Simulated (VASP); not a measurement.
A run of VASP 6.6.1 is set up as follows.

Contents of INCAR:

```
SYSTEM = AlRu
PREC = Accurate
ENCUT = 520
EDIFF = 1E-6
ISMEAR = -1
SIGMA = 0.05
LREAL = .False.
LASPH = .True.
NELM = 60
ALGO = Normal
ISIF = 2
LWAVE = .False.
LCHARG = .False.
GGA = PE
NBANDS = 16
```

The input KPOINTS:

```
Automatic mesh
0
Gamma
  12 12 12
  0 0 0
```

File POSCAR:

```
AlRu
1.0
    2.9916000000      0.0000000000      0.0000000000
    0.0000000000      2.9916000000      0.0000000000
    0.0000000000      0.0000000000      2.9916000000
Al Ru
1 1
Direct
    0.0000000000      0.0000000000      0.0000000000
    0.5000000000      0.5000000000      0.5000000000
```

Potentials or basis: VASP PAW PBE potentials, release 64 (Al, Ru_pv).

The run is started by

```bash
$ cat potpaw_PBE.64/Al/POTCAR potpaw_PBE.64/Ru_pv/POTCAR > POTCAR
$ mpirun -np 1 vasp_std > vasp.out
```

Question: Estimate the pressure.

Answer: 2.4 GPa.
